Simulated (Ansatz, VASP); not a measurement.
# ZnCu2SnS4 in VASP and in Ansatz

Contents of INCAR:

```
PREC = Accurate
ENCUT = 520
EDIFF = 1E-7
ISMEAR = -1
SIGMA = 0.05
LREAL = False
LASPH = True
NELM = 100
ALGO = Normal
ISIF = 2
LWAVE = False
LCHARG = True
GGA = PS
LELF = True
LVHAR = True
NBANDS = 46
```

Contents of KPOINTS:

```
Automatic mesh
0
Gamma
  6 6 6
```

File POSCAR:

```
ZnCu2SnS4
1.0
   -2.8064312016      2.8064312016      5.3955884400
    2.8064312016     -2.8064312016      5.3955884400
    2.8064312016      2.8064312016     -5.3955884400
Sn Zn Cu S
1 1 2 4
Direct
    0.5000000000      0.5000000000      0.0000000000
    0.0000000000      0.0000000000      0.0000000000
    0.7500000000      0.2500000000      0.5000000000
    0.2500000000      0.7500000000      0.5000000000
    0.1087770700      0.1087770700      0.4840744100
    0.6247026600      0.6247026600      0.5159255900
    0.3752973400      0.8912229300      0.0000000000
    0.8912229300      0.3752973400      0.0000000000
```

The input input.yaml:

```yaml
crystal:
  lattice:
    - [-2.8064312016, 2.8064312016, 5.39558844]
    - [2.8064312016, -2.8064312016, 5.39558844]
    - [2.8064312016, 2.8064312016, -5.39558844]
  atoms:
    - { symbol: Sn, position: [0.5, 0.5, 0.0] }
    - { symbol: Zn, position: [0.0, 0.0, 0.0] }
    - { symbol: Cu, position: [0.75, 0.25, 0.5] }
    - { symbol: Cu, position: [0.25, 0.75, 0.5] }
    - { symbol: S, position: [0.10877707, 0.10877707, 0.48407441] }
    - { symbol: S, position: [0.62470266, 0.62470266, 0.51592559] }
    - { symbol: S, position: [0.37529734, 0.89122293, 0.0] }
    - { symbol: S, position: [0.89122293, 0.37529734, 0.0] }
hamiltonian:
  xc: pbesol
  pseudopotentials: { kind: paw }
kpoints:
  mp_grid: { grid: [6, 6, 6] }
scf:
  occupations: { method: fermi_dirac, width: 0.05 }
output:
  forces: true
  stress: true
  eigenvalues: true
```

Alike in both runs: task single point; functional PBEsol; k mesh 6 × 6 × 6; occupations fermi-dirac, width 0.05 eV; no spin polarisation.

|  | VASP | Ansatz |
| --- | --- | --- |
| version | VASP 6.6.1 | Ansatz 0.2.0 |
| potentials or method | VASP PAW PBE potentials, release 64 (Sn_d, Zn, Cu, S) | Ansatz PAW |
| plane-wave cutoff (eV) | 520 | 420 |
| valence electrons in the cell | 72 | 88 |

```tsv
	VASP	Ansatz	Ansatz less VASP
gap on the k mesh at the Fermi level (eV)	none	none	-
pressure (GPa)	-5.7	-5.8	-0.11
traceless stress, the component that is largest in VASP (GPa)	1.14	1.15	+0.009
rms of the force components (eV/Å)	0.056	0.061	+0.0055
```

VASP's potentials were made for PBE, not for PBEsol. Atom by atom the forces differ by 0.013 eV/Å (rms over components). A gap of «none» marks a metal or a gap that the smearing closes. With one functional, cell and mesh, what is left measures potentials, basis and numerics. VASP's potentials hold 72 valence electrons a cell and Ansatz's 88, so a difference there can come from the potentials and not from the codes.
